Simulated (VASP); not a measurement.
Write the native input for VASP 6.6.1 that does the following.

```yaml
Task: single point
Functional: LDA
Potentials_or_basis: VASP PAW LDA potentials, release 64 (B, N)
Cutoff: 520 eV
k_mesh: 12 × 12 × 6
Occupations: fermi-dirac, width 0.05 eV
Spin: no spin polarisation
Dipole_correction: no
Further_INCAR_settings: ALGO = Normal; EDIFF = 1e-06; NBANDS = 16
```

The structure of BN lies in POSCAR:

```
BN
1.0
    2.5360000000      0.0000000000      0.0000000000
   -1.2680000000      2.1962400000      0.0000000000
    0.0000000000      0.0000000000      4.1570100000
B N
2 2
Direct
    0.6666666667      0.3333333333      0.0000000000
    0.3333333333      0.6666666667      0.5000000000
    0.6666666667      0.3333333333      0.3750000000
    0.3333333333      0.6666666667      0.8750000000
```

One way to write it, as run:

INCAR

```
PREC = Accurate ; ENCUT = 520
EDIFF = 1E-6 ; ISMEAR = -1
SIGMA = 0.05 ; LREAL = F
LASPH = T ; NELM = 60
ALGO = Normal ; ISIF = 2
LWAVE = F ; LCHARG = T
GGA = CA ; LELF = T
LVHAR = T ; NBANDS = 16
```

KPOINTS

```
regular mesh
0
Gamma
  12 12 6
```

Potentials or basis: VASP PAW LDA potentials, release 64 (B, N).

The run is started by

```bash
$ cat potpaw_LDA.64/B/POTCAR potpaw_LDA.64/N/POTCAR > POTCAR
$ mpirun -np 1 vasp_std > vasp.out
```

It gave:

```yaml
Pressure: -1.2 GPa
Largest_force: 0.038 eV/Å
Band_gap_on_the_k_mesh: 4.99 eV, indirect (least direct gap 8.22 eV)
```

Wall time 17 s on 1 thread of Intel(R) Xeon(R) Platinum 8488C (Sapphire Rapids), with other jobs on the host, peak memory 0.13 GiB.
